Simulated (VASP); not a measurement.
Input of a VASP 6.6.1 run:

File INCAR:

```
PREC     = Accurate       # precision mode
ENCUT    = 600            # plane-wave cutoff, eV
EDIFF    = 1E-6           # SCF threshold, eV
ISMEAR   = 0              # smearing method
SIGMA    = 0.1            # smearing width, eV
LREAL    = False          # projectors in reciprocal space
LASPH    = True           # aspherical terms in the spheres
NELM     = 100            # most SCF steps
ALGO     = Normal         # electronic algorithm
ISIF     = 3              # what is computed and relaxed
LWAVE    = False          # write WAVECAR
LCHARG   = False          # write CHGCAR
GGA      = CA             # functional
IBRION   = 2              # ionic algorithm
NSW      = 100            # ionic steps
EDIFFG   = -0.002         # ionic threshold
```

Contents of KPOINTS:

```
Automatic mesh
0
Gamma
  10 10 10
```

POSCAR

```
ScAl3
1.0
    4.0878065700      0.0000000000      0.0000000000
    0.0000000000      4.0878065700      0.0000000000
    0.0000000000      0.0000000000      4.0878065700
Sc Al
1 3
Direct
    0.0000000000      0.0000000000      0.0000000000
    0.5000000000      0.0000000000      0.5000000000
    0.0000000000      0.5000000000      0.5000000000
    0.5000000000      0.5000000000      0.0000000000
```

Potentials or basis: VASP PAW LDA potentials, release 64 (Sc_sv, Al).

Run with:

```sh
$ cat potpaw_LDA.64/Sc_sv/POTCAR potpaw_LDA.64/Al/POTCAR > POTCAR
$ mpirun -np 1 vasp_std > vasp.out
```

(1) Estimate the relaxed volume.

(2) Estimate the band gap on the k mesh.

## Answers

(1) 16.41 Å³/atom.

(2) zero (band 10 reaches 8.43 eV, above the bottom of band 11 at 4.49 eV).
